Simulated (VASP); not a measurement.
Wanted: the native input for a VASP 6.6.1 run.

| Quantity | Value |
| --- | --- |
| Task | electric field gradients |
| Functional | PBEsol |
| Potentials or basis | VASP PAW PBE potentials, release 64 (Ca_sv) |
| Cutoff | 520 eV |
| k mesh | 11 × 11 × 11 |
| Occupations | fermi-dirac, width 0.05 eV |
| Spin | no spin polarisation |
| Dipole correction | no |
| Further INCAR settings | ALGO = Normal; EDIFF = 1e-08; NBANDS = 11 |

The structure of Ca lies in POSCAR:

```
Ca
1.0
    0.0000000000      2.8309700062      2.8309700062
    2.8309700062      0.0000000000      2.8309700062
    2.8309700062      2.8309700062      0.0000000000
Ca
1
Direct
    0.0000000000      0.0000000000      0.0000000000
```

These files were run (other wordings do the same):

INCAR

```
ALGO = Normal
EDIFF = 1E-8
ENCUT = 520
GGA = PS
ISIF = 2
ISMEAR = -1
LASPH = True
LCHARG = False
LEFG = True
LREAL = False
LWAVE = False
NBANDS = 11
NELM = 80
PREC = Accurate
SIGMA = 0.05
```

KPOINTS

```
k-points
0
Gamma
  11 11 11
```

Potentials or basis: VASP PAW PBE potentials, release 64 (Ca_sv).

The run is started by

```sh
$ cat potpaw_PBE.64/Ca_sv/POTCAR > POTCAR
$ mpirun -np 1 vasp_std > vasp.out
```

It gave:

The pressure is -1.7 GPa, the band gap on the k mesh is zero (bands 5 and 6 overlap by 0.34 eV) and the largest electric field gradient by atom is under 0.05 V/Å² on every atom.

Caveat: the PAW data sets were made with another functional, which shifts forces and pressure a little.

Wall time 41 s on 1 thread of AMD EPYC 7R43 64-Core Processor (Zen 3) (shared host), peak memory 0.14 GiB.
